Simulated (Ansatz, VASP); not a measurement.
# One calculation of Zn, two programs

```xyz
1
Lattice="-0.9665 1.6805 1.6805 1.6805 -0.9665 1.6805 1.6805 1.6805 -0.9665" Properties=species:S:1:pos:R:3 pbc="T T T"
Zn    0.0000    0.0000    0.0000
```

Alike in both runs: task single point; functional PBE; k mesh 22 × 22 × 22; occupations gaussian, width 0.15 eV; no spin polarisation.

|  | VASP | Ansatz |
| --- | --- | --- |
| version | VASP 6.6.1 | Ansatz 0.2.0 |
| potentials or method | VASP PAW PBE potentials, release 64 (Zn), cutoff 520 eV | scalar-relativistic, plane waves, PAW |
| valence electrons in the cell | 12 | 12 |

```csv
,VASP,Ansatz,Ansatz less VASP
gap on the k mesh at the Fermi level (eV),none,none,-
pressure (GPa),4.6,4.3,-0.29
"traceless stress, the component that is largest in VASP (GPa)",-0.98,-0.96,+0.019
```

A gap of «none» marks a metal or a gap that the smearing closes.
